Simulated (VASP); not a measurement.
# SiC8 in VASP: single point with PBE+D3(BJ)

Aim: the single point of SiC8 with PBE+D3(BJ).

Program: VASP 6.6.1. These are calculated values, not measurements. Logs are shortened: lines on timing, memory, paths and dates and some standing lists are left out, and cuts for length are marked.

## Step 1: The cell of the first run

The cell holds a slab with vacuum, 9 atoms: a = 4.931 Å, b = 4.931 Å, c = 17.400 Å, α = 90.00°, β = 90.00°, γ = 120.00°.

## Step 2: Single point, PBE+D3(BJ), collinear spin

INCAR reads:

```
SYSTEM = SiC8
PREC = Accurate
ENCUT = 520
EDIFF = 1E-7
ISMEAR = 0
SIGMA = 0.1
LREAL = .FALSE.
LASPH = .TRUE.
NELM = 150
ALGO = Normal
ISIF = 2
LWAVE = .FALSE.
LCHARG = .FALSE.
ISPIN = 2
MAGMOM = 0 0 0 0 0 0 0 0 2
LORBIT = 11
LDIPOL = .TRUE.
IDIPOL = 3
DIPOL = 0.5 0.5 0.250
GGA = PE
IVDW = 12
NBANDS = 32
```

KPOINTS reads:

```
Automatic mesh
0
G
  6 6 1
  0 0 0
```

POSCAR reads:

```
SiC8
1.0
    4.9313048819      0.0000000000      0.0000000000
   -2.4656524409      4.2706353015      0.0000000000
    0.0000000000      0.0000000000     17.4000331942
C Si
8 1
Direct
    0.3333333333      0.1666666667      0.2298865266
    0.3333333333      0.6666666667      0.2298865266
    0.8333333333      0.1666666667      0.2298865266
    0.8333333333      0.6666666667      0.2298865266
    0.1666666667      0.3333333333      0.2298846189
    0.1666666667      0.8333333333      0.2298846189
    0.6666666667      0.3333333333      0.2298846189
    0.6666666667      0.8333333333      0.2298846189
    0.5000000000      0.5000000000      0.4080471063
```

Potentials or basis: VASP PAW PBE potentials, release 64 (C, Si).

Started as:

```console
> cat potpaw_PBE.64/C/POTCAR potpaw_PBE.64/Si/POTCAR > POTCAR
> mpirun -np 1 vasp_std > vasp.out
```

OUTCAR:

```text
SYSTEM = SiC8
   PREC = Accurate
   ENCUT = 520
   EDIFF = 1E-7
   ISMEAR = 0
   LREAL = .FALSE.
   LASPH = .TRUE.
   NELM = 150
   ISIF = 2
   ISPIN = 2
   LORBIT = 11
   GGA = PE
   IVDW = 12
 IVDW          = 12

 ion  position               nearest neighbor table
   1  0.333  0.167  0.230-   5 1.42   6 1.42   7 1.42
   2  0.333  0.667  0.230-   6 1.42   5 1.42   8 1.42
   3  0.833  0.167  0.230-   7 1.42   8 1.42   5 1.42
   4  0.833  0.667  0.230-   8 1.42   7 1.42   6 1.42
   5  0.167  0.333  0.230-   1 1.42   2 1.42   3 1.42
   6  0.167  0.833  0.230-   2 1.42   1 1.42   4 1.42
   7  0.667  0.333  0.230-   3 1.42   4 1.42   1 1.42
   8  0.667  0.833  0.230-   4 1.42   3 1.42   2 1.42
   9  0.500  0.500  0.408-

  LATTYP: Found a hexagonal cell.
 ALAT       =     4.9313048819
 C/A-ratio  =     3.5284845717

  Lattice vectors:

 A1 = (   4.9313048819,   0.0000000000,   0.0000000000)
 A2 = (  -2.4656524409,   4.2706353015,   0.0000000000)
 A3 = (   0.0000000000,   0.0000000000,  17.4000331942)

Analysis of symmetry for initial positions (statically):
=====================================================================
 Subroutine PRICEL returns:
 Original cell was already a primitive cell.

 Routine SETGRP: Setting up the symmetry group for a
 hexagonal supercell.

 Subroutine GETGRP returns: Found 12 space group operations
 (whereof  4 operations were pure point group operations)
 out of a pool of 24 trial point group operations.

The static configuration has the point symmetry C_2v.
 The point group associated with its full space group is C_6v.

Analysis of symmetry for dynamics (positions and initial velocities):
=====================================================================
 Subroutine PRICEL returns:
 Original cell was already a primitive cell.

 Routine SETGRP: Setting up the symmetry group for a
 hexagonal supercell.

 Subroutine GETGRP returns: Found 12 space group operations
 (whereof  4 operations were pure point group operations)
 out of a pool of 24 trial point group operations.

The dynamic configuration has the point symmetry C_2v.
 The point group associated with its full space group is C_6v.

Analysis of structural, dynamic, and magnetic symmetry:
=====================================================================
 Subroutine PRICEL returns:
 Original cell was already a primitive cell.

 Routine SETGRP: Setting up the symmetry group for a
 hexagonal supercell.

 Subroutine GETGRP returns: Found 12 space group operations
 (whereof  4 operations were pure point group operations)
 out of a pool of 24 trial point group operations.

The overall configuration has the point symmetry C_2v.
 The point group associated with its full space group is C_6v.

 Subroutine INISYM returns: Found 12 space group operations
 (whereof  4 operations are pure point group operations),
 and found     1 'primitive' translations

----------------------------------------------------------------------------------------

                                     Primitive cell

  volume of cell :     366.4413

  direct lattice vectors                    reciprocal lattice vectors
     4.931304882  0.000000000  0.000000000     0.202786083  0.117078599  0.000000000
    -2.465652441  4.270635301  0.000000000     0.000000000  0.234157199  0.000000000
     0.000000000  0.000000000 17.400033194     0.000000000  0.000000000  0.057471155

  length of vectors
     4.931304882  4.931304882 17.400033194     0.234157199  0.234157199  0.057471155

  position of ions in fractional coordinates (direct lattice)
     0.333333333  0.166666667  0.229886527
     0.333333333  0.666666667  0.229886527
     0.833333333  0.166666667  0.229886527
     0.833333333  0.666666667  0.229886527
     0.166666667  0.333333333  0.229884619
     0.166666667  0.833333333  0.229884619
     0.666666667  0.333333333  0.229884619
     0.666666667  0.833333333  0.229884619
     0.500000000  0.500000000  0.408047106

  ion indices of the primitive-cell ions
   primitive index   ion index
                 1           1
                 2           2
                 3           3
                 4           4
                 5           5
                 6           6
                 7           7
                 8           8
                 9           9

----------------------------------------------------------------------------------------

 KPOINTS: Automatic mesh

Automatic generation of k-mesh.
 Grid dimensions read from file:
 generate k-points for:    6    6    1

 Generating k-lattice:

  Cartesian coordinates                     Fractional coordinates (reciprocal lattice)
     0.033797680  0.019513100  0.000000000     0.166666667  0.000000000  0.000000000
     0.000000000  0.039026200  0.000000000     0.000000000  0.166666667  0.000000000
     0.000000000  0.000000000  0.057471155     0.000000000  0.000000000  1.000000000

  Length of vectors
     0.039026200  0.039026200  0.057471155

  Shift w.r.t. Gamma in fractional coordinates (k-lattice)
     0.000000000  0.000000000  0.000000000

 Subroutine IBZKPT returns following result:
 ===========================================

 Found      7 irreducible k-points:

 Following reciprocal coordinates:
            Coordinates               Weight
  0.000000  0.000000  0.000000      1.000000
  0.166667 -0.000000  0.000000      6.000000
  0.333333 -0.000000  0.000000      6.000000
  0.500000 -0.000000  0.000000      3.000000
  0.166667  0.166667  0.000000      6.000000
  0.333333  0.166667  0.000000     12.000000
  0.333333  0.333333  0.000000      2.000000
   k-points           NKPTS =      7   k-points in BZ     NKDIM =      7   number of bands    NBANDS=     32
   number of dos      NEDOS =    301   number of ions     NIONS =      9
   total plane-waves  NPLWV = 224000
   dimension x,y,z NGX =    40 NGY =   40 NGZ =  140
   dimension x,y,z NGXF=    80 NGYF=   80 NGZF=  280
   ions per type =               8   1
   NGX,Y,Z   is equivalent  to a cutoff of  13.48, 13.48, 13.38 a.u.
   NGXF,Y,Z  is equivalent  to a cutoff of  26.97, 26.97, 26.75 a.u.
 SYSTEM =  SiC8
   PREC   = accura    normal or accurate (medium, high low for compatibility)
   ISTART =      0    job   : 0-new  1-cont  2-samecut
   ICHARG =      2    charge: 1-file 2-atom 10-const
   ISPIN  =      2    spin polarized calculation?
   LNONCOLLINEAR =      F non collinear calculations
   LSORBIT =      F    spin-orbit coupling
   LASPH  =      T    aspherical Exc in radial PAW
   ENCUT  =  520.0 eV  38.22 Ry    6.18 a.u.   9.17  9.17 32.35*2*pi/ulx,y,z
   NELM   =    150;   NELMIN=  2; NELMDL= -5     # of ELM steps
   EDIFF  = 0.1E-06   stopping-criterion for ELM
   LREAL  =      F    real-space projection
   EDIFFG = 0.1E-05   stopping-criterion for IOM
   NSW    =      0    number of steps for IOM
   IBRION =     -1    ionic relax: 0-MD 1-quasi-New 2-CG
   NFREE  =      0    steps in history (QN), initial steepest desc. (CG)
   ISIF   =      2    stress and relaxation
   ISYM   =      2    0-nonsym 1-usesym 2-fastsym
   POTIM  = 0.5000    time-step for ionic-motion
   TEBEG  =    0.0;   TEEND  =   0.0 temperature during run
   PSTRESS=    0.0 pullay stress
   NELECT =      36.0000    total number of electrons
   NUPDOWN=      -1.0000    fix difference up-down
   EMIN   =  10.00;   EMAX   =-10.00  energy-range for DOS
   EFERMI =   0.00;   METHOD = LEGACY
   ISMEAR =     0;   SIGMA  =   0.10  broadening in eV -4-tet -1-fermi 0-gaus
   EFERMI_NEDOS =   21; number of points for ismear=-14 and -15
   IALGO  =     38    algorithm
   IMIX   =      4    mixing-type and parameters
     AMIX     =   0.40;   BMIX     =  1.00
     AMIX_MAG =   1.60;   BMIX_MAG =  1.00
  volume/ion in A,a.u.               =      40.72       274.76
  Fermi-wavevector in a.u.,A,eV,Ry     =   0.755395  1.427490  7.763781  0.570622
  Thomas-Fermi vector in A             =   1.853280
   LORBIT       =     11    0 simple, 1 ext, 2 COOP (PROOUT), +10 PAW based schemes
   GGA     = PE    functional components
   LHFCALC =     F    Hartree Fock is set to
   AEXX    =    0.0000 exact exchange contribution
   IVDW    =    12    specifies the selected vdW correction
   LEPSILON=     F    determine dielectric tensor
   LRPA    =     F    only Hartree local field effects (RPA)
 spin polarized calculation
 Gauss-broadening in eV      SIGMA  =   0.10
  energy-cutoff  :      520.00
  volume of cell :      366.44
 maximum number of plane-waves:      9900
 NGX is ok and might be reduce to    40
   NGX = 19   NGY = 19   NGZ = 65

 dipolmoment           0.000000      0.000000     -0.003533 electrons x Angstroem

 number of electron      35.9999997 magnetization       1.8992158

 dipolmoment           0.000000      0.000000      0.027823 electrons x Angstroem

 Free energy of the ion-electron system (eV)
  ---------------------------------------------------
  ext. energy  EPLUGINS =         0.00000000
  ---------------------------------------------------
  free energy    TOTEN  =       -74.89376674 eV

  energy without entropy =      -74.86467557  energy(sigma->0) =      -74.87922116

 E-fermi :  -1.9337     XC(G=0):  -3.4554

 val. band max:       -1.9357103927   @ k =   0.1667  -0.0000   0.0000
 cond. band min:      -1.9172853132   @ k =   0.3333   0.1667   0.0000
 fundamental gap:      0.0184250795
 Fermi energy:        -1.9337262081

 spin component 1

 k-point     1 :       0.0000    0.0000    0.0000
  band No.  band energies     occupation
      1     -21.5235      1.00000
      2     -16.2888      1.00000
      3     -16.2888      1.00000
      4     -16.2542      1.00000
      5     -15.2516      1.00000
      6     -15.2301      1.00000
[... 220 lines left out ...]
     29       4.3725      0.00000
     30       4.6608      0.00000
 Fermi energy:        -1.9337262081

 spin component 2

 k-point     1 :       0.0000    0.0000    0.0000
  band No.  band energies     occupation
      1     -21.5205      1.00000
      2     -16.2885      1.00000
      3     -16.2885      1.00000
      4     -16.2460      1.00000
      5     -15.2454      1.00000
      6     -15.2285      1.00000
[... 220 lines left out ...]
     29       4.6777      0.00000
     30       5.3001      0.00000
 [bands above 30 left out]

------------------------ aborting loop because EDIFF is reached ----------------------------------------

 vacuum level on the upper side and lower side of the slab       (xc-potential included)        -0.032        -0.232

 Edisp (eV)   -1.00149

 E8    (eV) :    -0.3262

  FORCE on cell =-STRESS in cart. coord.  units (eV):
  Direction    XX          YY          ZZ          XY          YZ          ZX
  --------------------------------------------------------------------------------------
  -------------------------------------------------------------------------------------
  Total      -0.23705    -0.23705    -0.17146    -0.00000     0.00000     0.00000
  in kB      -1.03646    -1.03646    -0.74966    -0.00000     0.00000     0.00000
  external pressure =       -0.94 kB  Pullay stress =        0.00 kB

 VOLUME and BASIS-vectors are now :
 -----------------------------------------------------------------------------
  energy-cutoff  :      520.00
  volume of cell :      366.44
      direct lattice vectors                 reciprocal lattice vectors
     4.931304882  0.000000000  0.000000000     0.202786083  0.117078599  0.000000000
    -2.465652441  4.270635301  0.000000000     0.000000000  0.234157199  0.000000000
     0.000000000  0.000000000 17.400033194     0.000000000  0.000000000  0.057471155

 POSITION                                       TOTAL-FORCE (eV/Angst)
 -----------------------------------------------------------------------------------
      1.23283      0.71177      4.00003        -0.000000     -0.090011      0.027256
     -0.00000      2.84709      4.00003        -0.077952      0.045005      0.027256
      3.69848      0.71177      4.00003         0.000000      0.000000     -0.062732
      2.46565      2.84709      4.00003         0.077952      0.045005      0.027256
      0.00000      1.42355      4.00000        -0.077952     -0.045005      0.027256
     -1.23283      3.55886      4.00000         0.000000      0.000000     -0.062732
      2.46565      1.42355      4.00000         0.077952     -0.045005      0.027256
      1.23283      3.55886      4.00000         0.000000      0.090011      0.027256
      1.23283      2.13532      7.10003         0.000000     -0.000000     -0.038072
 -----------------------------------------------------------------------------------
    total drift:                                0.000000      0.000000     -0.000099

  FREE ENERGIE OF THE ION-ELECTRON SYSTEM (eV)
  ---------------------------------------------------
  free  energy   TOTEN  =       -75.8952524594 eV

  energy  without entropy=      -75.8661612888  energy(sigma->0) =      -75.88070687

 vacuum level on the upper side and lower side of the slab         2.253         2.101

 total charge

# of ion       s       p       d       tot
------------------------------------------
    1        0.863   1.785   0.000   2.649
    2        0.863   1.785   0.000   2.649
    3        0.862   1.789   0.000   2.651
    4        0.863   1.785   0.000   2.649
    5        0.863   1.785   0.000   2.649
    6        0.862   1.789   0.000   2.651
    7        0.863   1.785   0.000   2.649
    8        0.863   1.785   0.000   2.649
    9        0.955   0.547   0.000   1.501
--------------------------------------------------
tot          7.859  14.837   0.000  22.696

 magnetization (x)

# of ion       s       p       d       tot
------------------------------------------
    1        0.001  -0.001   0.000  -0.000
    2        0.001  -0.001   0.000  -0.000
    3        0.000   0.004   0.000   0.005
    4        0.001  -0.001   0.000  -0.000
    5        0.001  -0.001   0.000  -0.000
    6        0.000   0.004   0.000   0.005
    7        0.001  -0.001   0.000  -0.000
    8        0.001  -0.001   0.000  -0.000
    9        0.007   0.532   0.000   0.539
--------------------------------------------------
tot          0.011   0.537   0.000   0.548
```

Wall time 4.5 min (1 thread of Intel Xeon 6975P-C (Granite Rapids), shared host); peak memory 0.72 GiB.

What came out:

| Quantity | Value |
| --- | --- |
| Free energy | -75.8953 eV |
| Largest force | 0.094 eV/Å |
| Net moment | 1.90 μB per cell |
| Site moments | C -0.00, +0.01 (each value once); Si +0.54 μB |
| Valence electrons inside the program's atomic spheres | C 2.65; Si 1.50 |
| Dispersion energy per atom | -0.111 eV |

Forces in eV/Å, atoms in the order of the input:
```
C    0.000 -0.090  0.027
C   -0.078  0.045  0.027
C    0.000  0.000 -0.063
C    0.078  0.045  0.027
C   -0.078 -0.045  0.027
C    0.000  0.000 -0.063
C    0.078 -0.045  0.027
C    0.000  0.090  0.027
Si   0.000  0.000 -0.038
```

Levels at points of the mesh, in eV from the Fermi level:
Spin up:
```tsv
k point	band 17	band 18	band 19	band 20	band 21	band 22
(0.00, 0.00, 0.00)	-2.40	-0.47	0.41	0.41	1.57	1.57
(0.50, 0.00, 0.00)	-2.84	-0.94	0.03	0.12	2.72	2.73
```
Spin down:
```csv
k point,band 15,band 16,band 17,band 18,band 19,band 20
"(0.00, 0.00, 0.00)",-2.50,-2.50,-2.39,0.82,1.57,1.57
"(0.50, 0.00, 0.00)",-5.11,-2.88,-2.81,0.42,1.57,1.67
```

Caveat: a moment this small can come from the mesh or the smearing.
